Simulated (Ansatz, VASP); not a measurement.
K: VASP beside Ansatz

INCAR

```
SYSTEM = K
PREC = Accurate ; ENCUT = 520
EDIFF = 1E-6 ; ISMEAR = -1
SIGMA = 0.1 ; LREAL = .FALSE.
LASPH = .TRUE. ; NELM = 60
ALGO = Normal ; ISIF = 2
LWAVE = .FALSE. ; LCHARG = .FALSE.
GGA = B5 ; ALDAX = 1.0
AGGAX = 1.0 ; AGGAC = 1.0
ALDAC = 0.0 ; NBANDS = 20
```

Contents of KPOINTS:

```
Automatic mesh
0
G
  6 6 8
  0 0 0
```

Contents of POSCAR:

```
K
1.0
    7.9187299662      0.0000000000      0.0000000000
   -3.9593649831      6.8578213165      0.0000000000
    0.0000000000      0.0000000000      4.7384057125
K
3
Direct
    0.0000000000      0.0000000000      1.0000000000
    0.3333333333      0.6666666667      0.5000000000
    0.6666666667      0.3333333333      0.5000000000
```

Input for Ansatz:

```yaml
crystal:
  lattice:
    - [7.9187299662, 0.0, 0.0]
    - [-3.9593649831, 6.8578213165, 0.0]
    - [0.0, 0.0, 4.7384057125]
  atoms:
    - { symbol: K, position: [0.0, 0.0, 1.0] }
    - { symbol: K, position: [0.3333333333, 0.6666666667, 0.5] }
    - { symbol: K, position: [0.6666666667, 0.3333333333, 0.5] }
hamiltonian:
  xc: blyp
  pseudopotentials:
    kind: paw
    azcp:
      K: "pseudopotentials/K.paw.azcp"
basis:
  ecutwfc: 420
  fft_grid_basis: typed
kpoints:
  mp_grid: { grid: [6, 6, 8], shift: [0, 0, 0] }
magnetization:
  spin_polarized: false
scf:
  occupations: { method: fermi_dirac, width: 0.1 }
  lower_state_search: "off"
output:
  stress: true
```

Alike in both runs: task single point; functional BLYP; k mesh 6 × 6 × 8; occupations fermi-dirac, width 0.1 eV; no spin polarisation.

```csv
,VASP,Ansatz
version,VASP 6.6.1,Ansatz 0.2.0
potentials or method,"VASP PAW PBE potentials, release 64 (K_sv), cutoff 520 eV","plane waves (420 eV) with PAW, scalar-relativistic"
valence electrons in the cell,27,27
```

|  | VASP | Ansatz | Ansatz less VASP |
| --- | --- | --- | --- |
| pressure (GPa) | -0.3 | -0.3 | +0.01 |

VASP's potentials were made for PBE, not for BLYP. With one functional, cell and mesh, what is left measures potentials, basis and numerics.
